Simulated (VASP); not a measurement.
Set up this calculation in VASP 6.6.1, as the native input.

- Task: single point
- Functional: PBE
- Potentials or basis: VASP PAW PBE potentials, release 64 (Al, N)
- Cutoff: 520 eV
- k mesh: 10 × 10 × 10
- Occupations: gaussian, width 0.05 eV
- Spin: no spin polarisation
- Dipole correction: no
- Further INCAR settings: ALGO = Normal; EDIFF = 1e-06; NBANDS = 11

The structure of AlN lies in POSCAR:

```
AlN
1.0
   -0.8544440182      1.7088880364      1.7088880364
    1.7088880364     -0.8544440182      1.7088880364
    1.7088880364      1.7088880364     -0.8544440182
Al N
1 1
Direct
    0.5000000000      0.5000000000      0.5000000000
    0.0000000000      0.0000000000      0.0000000000
```

This cell differs from its parent crystal: ratio of the length along [111] to the lengths across it x 0.5, volume and fractional coordinates fixed.

The input as run:

INCAR

```
ALGO = Normal
EDIFF = 1E-6
ENCUT = 520
GGA = PE
ISIF = 2
ISMEAR = 0
LASPH = T
LCHARG = T
LELF = T
LREAL = F
LVHAR = T
LWAVE = F
NBANDS = 11
NELM = 100
PREC = Accurate
SIGMA = 0.05
```

KPOINTS

```
k-points
0
Gamma
  10 10 10
```

Potentials or basis: VASP PAW PBE potentials, release 64 (Al, N).

Command:

```console
$ cat potpaw_PBE.64/Al/POTCAR potpaw_PBE.64/N/POTCAR > POTCAR
$ mpirun -np 1 vasp_std > vasp.out
```

It gave:

```yaml
Pressure: 12.3 GPa
Band_gap_on_the_k_mesh: zero (band 4 reaches 11.69 eV, above the bottom of band 5 at 10.82 eV)
```

Wall time 6.4 s on 1 thread of Intel(R) Xeon(R) Platinum 8259CL CPU @ 2.50GHz (Skylake/Cascade Lake), with other jobs on the host, peak memory 0.12 GiB.
